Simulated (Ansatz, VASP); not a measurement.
One calculation of B3As2, two programs

```
CELL_PARAMETERS angstrom
3.17613 0.00000 0.00000
-1.58807 2.75061 0.00000
0.00000 0.00000 6.83398
ATOMIC_POSITIONS crystal
B 0.00000 0.00000 0.00000
B 0.33333 0.66667 0.48397
B 0.66667 0.33333 0.51603
As 0.33333 0.66667 0.18364
As 0.66667 0.33333 0.81636
```

Change from the starting cell: species swapped into the Al3Pd2 type (P-3m1, No. 164).

Alike in both runs: task relaxation of cell and atoms; functional PBE; k mesh 12 × 12 × 6; occupations gaussian, width 0.1 eV; no spin polarisation.

|  | VASP | Ansatz |
| --- | --- | --- |
| version | VASP 6.6.1 | Ansatz 0.2.0 |
| potentials or method | VASP PAW PBE potentials, release 64 (B, As), cutoff 600 eV | scalar-relativistic, plane waves, PAW |
| valence electrons in the cell | 19 | 39 |

Ansatz gave:

| Property | Result |
| --- | --- |
| gap on the k mesh at the Fermi level, each at its own relaxed structure (eV) | none |
| relaxed volume (Å³/atom) | 11.90 |
| relaxed length of the cell vector where the two differ most in proportion (Å) | 6.767 |

Task: Which values does VASP return?

Result: gap on the k mesh at the Fermi level, each at its own relaxed structure (eV): none; relaxed volume (Å³/atom): 11.93; relaxed length of the cell vector where the two differ most in proportion (Å): 6.778.

A gap of «none» marks a metal or a gap that the smearing closes. VASP's potentials hold 19 valence electrons a cell and Ansatz's 39, so a difference there can come from the potentials and not from the codes.
